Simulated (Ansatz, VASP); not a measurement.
## KF in VASP and in Ansatz

INCAR

```
PREC = Accurate
ENCUT = 520
EDIFF = 1E-7
ISMEAR = 0
SIGMA = 0.05
LREAL = False
LASPH = True
NELM = 80
ALGO = Normal
ISIF = 2
LWAVE = False
LCHARG = False
NBANDS = 15
```

Contents of KPOINTS:

```
Automatic mesh
0
Gamma
  8 8 8
```

Contents of POSCAR:

```
KF
1.0
    0.0000000000      2.5817196783      2.5817196783
    2.7172599614      0.0000000000      2.5817196783
    2.7172599614      2.5817196783      0.0000000000
K F
1 1
Direct
    0.0000000000      0.0000000000      0.0000000000
    0.5000000000      0.5000000000      0.5000000000
```

Input for Ansatz:

```yaml
crystal:
  lattice:
    - [0.0, 2.5817196783, 2.5817196783]
    - [2.7172599614, 0.0, 2.5817196783]
    - [2.7172599614, 2.5817196783, 0.0]
  atoms:
    - { symbol: K, position: [0.0, 0.0, 0.0] }
    - { symbol: F, position: [0.5, 0.5, 0.5] }
basis:
  ecutwfc: 520.0
kpoints:
  mp_grid: { grid: [8, 8, 8] }
hamiltonian:
  xc: lda
scf:
  occupations: { method: gaussian, width: 0.05 }
output:
  forces: true
  stress: true
  eigenvalues: true
```

Change from the starting cell: normal strain along x +0.0525, normal strain along z +0.0000.

Alike in both runs: task single point; functional LDA; k mesh 8 × 8 × 8; occupations gaussian, width 0.05 eV; no spin polarisation.

|  | VASP | Ansatz |
| --- | --- | --- |
| version | VASP 6.6.1 | Ansatz 0.2.0 |
| potentials or method | VASP PAW LDA potentials, release 64 (K_sv, F), cutoff 520 eV | scalar-relativistic, plane waves, PAW |
| valence electrons in the cell | 16 | 16 |

```csv
,VASP,Ansatz,Ansatz less VASP
gap on the k mesh at the Fermi level (eV),6.01,6.03,+0.019
least direct gap on the mesh (eV),6.01,6.03,+0.019
pressure (GPa),-1.6,-1.7,-0.16
"traceless stress, the component that is largest in VASP (GPa)",-1.91,-1.80,+0.107
```

LDA's correlation is that of Perdew and Zunger in VASP and of Perdew and Wang (1992) in Ansatz.
